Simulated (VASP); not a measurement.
HC6: single point with PBE

HC6, a wire with vacuum:

```
CELL_PARAMETERS angstrom
4.93269 0.00000 0.00000
0.00000 8.52230 0.00000
0.00000 0.00000 22.94161
ATOMIC_POSITIONS crystal
C 0.00000 0.00000 0.17436
C 0.50000 0.00000 0.17436
C 0.25000 0.00000 0.20539
C 0.75000 0.00000 0.20539
C 0.25000 0.00000 0.26746
C 0.75000 0.00000 0.26746
C 0.00000 0.00000 0.29771
C 0.50000 0.00000 0.29771
C 0.00000 0.00000 0.36262
C 0.50000 0.00000 0.36262
C 0.25000 0.00000 0.38976
C 0.75000 0.00000 0.38976
H 0.15685 0.00000 0.45122
H 0.34315 0.00000 0.45122
```

```
Program                : VASP 6.6.1
Task                   : single point
Functional             : PBE
Potentials or basis    : VASP PAW PBE potentials, release 64 (C, H)
Cutoff                 : 520 eV
k mesh                 : 6 × 3 × 1
Occupations            : gaussian, width 0.1 eV
Spin                   : no spin polarisation
Dipole correction      : yes
Further INCAR settings : ALGO = Normal; EDIFF = 1e-07; NBANDS = 38
```

- Largest force: 3.583 eV/Å
- Band gap on the k mesh: zero (bands 25 and 26 overlap by 0.07 eV)

Forces in eV/Å, atoms in the order of the input:
```
C   -0.316  0.000  1.851
C    0.316  0.000  1.851
C    0.000  0.000 -3.583
C    0.000  0.000 -2.752
C    0.000  0.000  0.978
C    0.000  0.000  1.302
C    0.421  0.000  0.708
C   -0.421  0.000  0.708
C   -1.260  0.000 -0.981
C    1.260  0.000 -0.981
C    0.000  0.000 -0.390
C    0.000  0.000  2.565
H    0.682  0.000 -0.639
H   -0.682  0.000 -0.639
```

Levels at points of the mesh, in eV from the Fermi level:
```
           k point  band 23  band 24  band 25  band 26  band 27  band 28
(0.00, 0.00, 0.00)    -0.67    -0.32    -0.05     0.01     0.91     1.78
(0.50, 0.00, 0.00)    -1.66    -0.31    -0.06    -0.04     1.31     2.49
```

It took 6.6 min on 1 thread of Intel(R) Xeon(R) 6975P-C (Granite Rapids), with other jobs on the host, peak memory 0.99 GiB.
